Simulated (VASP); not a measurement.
# Br (Fd-3m) in VASP: a series of runs

Br is run at these levels: LDA; tasks: single point.

Everything below comes from runs of VASP 6.6.1. Logs are shortened: lines on timing, memory, paths and dates and some standing lists are left out, and cuts for length are marked.

## 1. The cell of the first run

The structure is cubic, space group Fd-3m (No. 227). The conventional cell has a = 6.728 Å, b = 6.728 Å, c = 6.728 Å, α = 90.00°, β = 90.00°, γ = 90.00°. Br (site symmetry -43m) has 4 Br at 2.91 Å within 3.8 Å.

## 2. Single point, LDA

Input file INCAR:

```
ALGO = Normal
EDIFF = 1E-6
ENCUT = 520
GGA = CA
ISIF = 2
ISMEAR = -1
LASPH = T
LCHARG = T
LELF = T
LREAL = F
LVHAR = T
LWAVE = F
NBANDS = 14
NELM = 100
PREC = Accurate
SIGMA = 0.08
```

Input file KPOINTS:

```
k-points
0
Gamma
  11 11 11
```

Input file POSCAR:

```
Br
1.0
    0.0000000000      3.3639508418      3.3639508418
    3.3639508418      0.0000000000      3.3639508418
    3.3639508418      3.3639508418      0.0000000000
Br
2
Direct
   -0.1250000000     -0.1250000000     -0.1250000000
    0.1250000000      0.1250000000      0.1250000000
```

Potentials or basis: VASP PAW LDA potentials, release 64 (Br).

Command:

```sh
$ cat potpaw_LDA.64/Br/POTCAR > POTCAR
$ mpirun -np 1 vasp_std > vasp.out
```

OUTCAR:

```text
EDIFF = 1E-6
   ENCUT = 520
   GGA = CA
   ISIF = 2
   ISMEAR = -1
   LASPH = T
   LREAL = F
   NELM = 100
   PREC = Accurate

 ion  position               nearest neighbor table
   1  0.875  0.875  0.875-
   2  0.125  0.125  0.125-

  LATTYP: Found a face centered cubic cell.
 ALAT       =     6.7279016836

  Lattice vectors:

 A1 = (   0.0000000000,   3.3639508418,   3.3639508418)
 A2 = (   3.3639508418,   0.0000000000,   3.3639508418)
 A3 = (   3.3639508418,   3.3639508418,   0.0000000000)

Analysis of symmetry for initial positions (statically):
=====================================================================
 Subroutine PRICEL returns:
 Original cell was already a primitive cell.

 Routine SETGRP: Setting up the symmetry group for a
 face centered cubic supercell.

 Subroutine GETGRP returns: Found 48 space group operations
 (whereof 12 operations were pure point group operations)
 out of a pool of 48 trial point group operations.

The static configuration has the point symmetry D_3d.
 The point group associated with its full space group is O_h .

Analysis of symmetry for dynamics (positions and initial velocities):
=====================================================================
 Subroutine PRICEL returns:
 Original cell was already a primitive cell.

 Routine SETGRP: Setting up the symmetry group for a
 face centered cubic supercell.

 Subroutine GETGRP returns: Found 48 space group operations
 (whereof 12 operations were pure point group operations)
 out of a pool of 48 trial point group operations.

The dynamic configuration has the point symmetry D_3d.
 The point group associated with its full space group is O_h .

 Subroutine INISYM returns: Found 48 space group operations
 (whereof 12 operations are pure point group operations),
 and found     1 'primitive' translations

----------------------------------------------------------------------------------------

                                     Primitive cell

  volume of cell :      76.1340

  direct lattice vectors                    reciprocal lattice vectors
     0.000000000  3.363950842  3.363950842    -0.148634752  0.148634752  0.148634752
     3.363950842  0.000000000  3.363950842     0.148634752 -0.148634752  0.148634752
     3.363950842  3.363950842  0.000000000     0.148634752  0.148634752 -0.148634752

  length of vectors
[... 84 lines left out ...]
   EDIFFG = 0.1E-04   stopping-criterion for IOM
   NSW    =      0    number of steps for IOM
   IBRION =     -1    ionic relax: 0-MD 1-quasi-New 2-CG
   NFREE  =      0    steps in history (QN), initial steepest desc. (CG)
   ISIF   =      2    stress and relaxation
   ISYM   =      2    0-nonsym 1-usesym 2-fastsym
   POTIM  = 0.5000    time-step for ionic-motion
   TEBEG  =    0.0;   TEEND  =   0.0 temperature during run
   PSTRESS=    0.0 pullay stress
   NELECT =      14.0000    total number of electrons
   NUPDOWN=      -1.0000    fix difference up-down
   EMIN   =  10.00;   EMAX   =-10.00  energy-range for DOS
   EFERMI =   0.00;   METHOD = LEGACY
   ISMEAR =    -1;   SIGMA  =   0.08  broadening in eV -4-tet -1-fermi 0-gaus
   EFERMI_NEDOS =   21; number of points for ismear=-14 and -15
   IALGO  =     38    algorithm
   IMIX   =      4    mixing-type and parameters
     AMIX     =   0.40;   BMIX     =  1.00
     AMIX_MAG =   1.60;   BMIX_MAG =  1.00
  volume/ion in A,a.u.               =      38.07       256.89
  Fermi-wavevector in a.u.,A,eV,Ry     =   0.930946  1.759233 11.791634  0.866661
  Thomas-Fermi vector in A             =   2.057388
   LORBIT       =      0    0 simple, 1 ext, 2 COOP (PROOUT), +10 PAW based schemes
   GGA     = CA    functional components
   LHFCALC =     F    Hartree Fock is set to
   AEXX    =    0.0000 exact exchange contribution
   IVDW    =     0    specifies the selected vdW correction
   LEPSILON=     F    determine dielectric tensor
   LRPA    =     F    only Hartree local field effects (RPA)
 non-spin polarized calculation
  energy-cutoff  :      520.00
  volume of cell :       76.13
 maximum number of plane-waves:      2085
   NGX = 17   NGY = 17   NGZ = 17

 number of electron      14.0000004 magnetization

 Free energy of the ion-electron system (eV)
  ---------------------------------------------------
  ext. energy  EPLUGINS =         0.00000000
  ---------------------------------------------------
  free energy    TOTEN  =        -2.89922524 eV

  energy without entropy =       -2.81394982  energy(sigma->0) =       -2.85658753

 E-fermi :  -0.4409     XC(G=0):  -7.7199

 val. band max:       -0.4487283310   @ k =   0.4545   0.1818   0.0909
 cond. band min:      -0.4276464747   @ k =  -0.4545   0.0909   0.0000
 fundamental gap:      0.0210818562
 Fermi energy:        -0.4409271671

 k-point     1 :       0.0000    0.0000    0.0000
  band No.  band energies     occupation
      1     -16.1049      2.00000
      2     -13.5153      2.00000
      3      -3.6191      2.00000
      4      -3.6191      2.00000
      5      -3.6191      2.00000
      6      -1.5291      2.00000
      7      -1.5291      2.00000
      8      -1.5291      2.00000
      9       4.2069      0.00000
     10       8.2713      0.00000
     11       8.2713      0.00000
     12       9.7538      0.00000
     13       9.7538      0.00000
     14       9.7538      0.00000
[... 377 lines left out ...]
      1     -15.7849      2.00000
      2     -13.9816      2.00000
      3      -4.3412      2.00000
      4      -3.8888      2.00000
      5      -3.5503      2.00000
      6      -1.3997      1.99999
      7      -1.1256      1.99962
      8      -0.6778      1.90155
      9       5.7246      0.00000
     10       7.2641      0.00000
     11       7.5957      0.00000
     12       9.6509      0.00000
     13      10.2816      0.00000
     14      11.1268      0.00000

 [... further k-points ...]
[... 5 lines left out ...]
  --------------------------------------------------------------------------------------
  -------------------------------------------------------------------------------------
  Total        0.0105341      0.0105341      0.0105341      0.0000000      0.0000000      0.0000000
  in kB        0.2216820      0.2216820      0.2216820      0.0000000      0.0000000      0.0000000
  external PRESSURE =       0.2216820 kB  Pullay stress =       0.0000000 kB

 VOLUME and BASIS-vectors are now :
 -----------------------------------------------------------------------------
  energy-cutoff  :      520.00
  volume of cell :       76.13
      direct lattice vectors                 reciprocal lattice vectors
     0.000000000  3.363950842  3.363950842    -0.148634752  0.148634752  0.148634752
     3.363950842  0.000000000  3.363950842     0.148634752 -0.148634752  0.148634752
     3.363950842  3.363950842  0.000000000     0.148634752  0.148634752 -0.148634752

 POSITION                                       TOTAL-FORCE (eV/Angst)
 -----------------------------------------------------------------------------------
      5.88691      5.88691      5.88691        -0.000000     -0.000000     -0.000000
      0.84099      0.84099      0.84099         0.000000      0.000000      0.000000
 -----------------------------------------------------------------------------------
    total drift:                               -0.000000      0.000000      0.000000

  FREE ENERGIE OF THE ION-ELECTRON SYSTEM (eV)
  ---------------------------------------------------
  free  energy   TOTEN  =        -2.8992252432 eV

  energy  without entropy=       -2.8139498164  energy(sigma->0) =       -2.85658753
```

OSZICAR:

```text
N       E                     dE             d eps       ncg     rms          rms(c)
DAV:   1     0.766439437941E+02    0.76644E+02   -0.54970E+03  1568   0.809E+02
DAV:   2     0.264065059854E+01   -0.74003E+02   -0.69753E+02  2300   0.143E+02
DAV:   3    -0.284642697809E+01   -0.54871E+01   -0.54270E+01  1964   0.433E+01
DAV:   4    -0.290034571036E+01   -0.53919E-01   -0.53897E-01  2006   0.518E+00
DAV:   5    -0.290091738665E+01   -0.57168E-03   -0.57164E-03  1988   0.529E-01    0.783E+00
DAV:   6    -0.289948802542E+01    0.14294E-02   -0.20157E-03  2054   0.231E-01    0.475E+00
DAV:   7    -0.289928691340E+01    0.20111E-03   -0.22540E-03  1922   0.245E-01    0.625E-02
DAV:   8    -0.289922522847E+01    0.61685E-04   -0.16950E-04  1970   0.678E-02    0.111E-02
DAV:   9    -0.289922524317E+01   -0.14704E-07   -0.54664E-06  2048   0.132E-02
   1 F= -.28992252E+01 E0= -.28565875E+01  d E =-.852754E-01
```

stdout:

```text
POSCAR found type information on POSCAR Br
 POSCAR found :  1 types and       2 ions
 scaLAPACK will be used
 LDA part: xc-table for (Slater(with rela. corr.)+CA(PZ))
 , standard interpolation
 POSCAR, INCAR and KPOINTS ok, starting setup
 FFT: planning ... GRIDC
 FFT: planning ... GRID_SOFT
 FFT: planning ... GRID
 WAVECAR not read
 entering main loop
```

Run time: 34 s. Hardware: 1 thread of Intel Xeon Platinum 8488C (Sapphire Rapids), shared host; peak memory 0.19 GiB.

Results:

```
Free energy            : -2.8992 eV
Pressure               : 0.0 GPa
Band gap on the k mesh : zero (bands 7 and 8 overlap by 1.52 eV)
```

## 3. Single point, LDA

Input file INCAR:

```
SYSTEM = Br
PREC = Accurate ; ENCUT = 520
EDIFF = 1E-6 ; ISMEAR = -1
SIGMA = 0.08 ; LREAL = .False.
LASPH = .True. ; NELM = 100
ALGO = Normal ; ISIF = 2
LWAVE = .False. ; LCHARG = .True.
GGA = CA ; LELF = .True.
LVHAR = .True. ; NBANDS = 14
```

Input file KPOINTS:

```
Automatic mesh
0
Gamma
  11 11 11
  0 0 0
```

POSCAR is that of step 2.

Potentials or basis: VASP PAW LDA potentials, release 64 (Br).

Command:

```sh
$ cat potpaw_LDA.64/Br/POTCAR > POTCAR
$ mpirun -np 1 vasp_std > vasp.out
```

OUTCAR:

```text
SYSTEM = Br
   PREC = Accurate
   ENCUT = 520
   EDIFF = 1E-6
   ISMEAR = -1
   LREAL = .False.
   LASPH = .True.
   NELM = 100
   ISIF = 2
   GGA = CA

 ion  position               nearest neighbor table
   1  0.875  0.875  0.875-
   2  0.125  0.125  0.125-

  LATTYP: Found a face centered cubic cell.
 ALAT       =     6.7279016836

  Lattice vectors:

 A1 = (   0.0000000000,   3.3639508418,   3.3639508418)
 A2 = (   3.3639508418,   0.0000000000,   3.3639508418)
[... 592 lines left out ...]
 [... further k-points ...]

------------------------ aborting loop because EDIFF is reached ----------------------------------------

  FORCE on cell =-STRESS in cart. coord.  units (eV):
  Direction    XX          YY          ZZ          XY          YZ          ZX
  --------------------------------------------------------------------------------------
  -------------------------------------------------------------------------------------
  Total        0.0105341      0.0105341      0.0105341      0.0000000      0.0000000      0.0000000
  in kB        0.2216820      0.2216820      0.2216820      0.0000000      0.0000000      0.0000000
  external PRESSURE =       0.2216820 kB  Pullay stress =       0.0000000 kB

 VOLUME and BASIS-vectors are now :
 -----------------------------------------------------------------------------
  energy-cutoff  :      520.00
  volume of cell :       76.13
      direct lattice vectors                 reciprocal lattice vectors
     0.000000000  3.363950842  3.363950842    -0.148634752  0.148634752  0.148634752
     3.363950842  0.000000000  3.363950842     0.148634752 -0.148634752  0.148634752
     3.363950842  3.363950842  0.000000000     0.148634752  0.148634752 -0.148634752

 POSITION                                       TOTAL-FORCE (eV/Angst)
 -----------------------------------------------------------------------------------
      5.88691      5.88691      5.88691        -0.000000     -0.000000     -0.000000
      0.84099      0.84099      0.84099         0.000000      0.000000      0.000000
 -----------------------------------------------------------------------------------
    total drift:                               -0.000000      0.000000      0.000000

  FREE ENERGIE OF THE ION-ELECTRON SYSTEM (eV)
  ---------------------------------------------------
  free  energy   TOTEN  =        -2.8992252432 eV

  energy  without entropy=       -2.8139498164  energy(sigma->0) =       -2.85658753
```

Wall time 37 s (1 thread of Intel Xeon Platinum 8488C (Sapphire Rapids), shared host); peak memory 0.19 GiB.

Results:

| Quantity | Value |
| --- | --- |
| Free energy | -2.8992 eV |
| Pressure | 0.0 GPa |
| Band gap on the k mesh | zero (bands 7 and 8 overlap by 1.52 eV) |
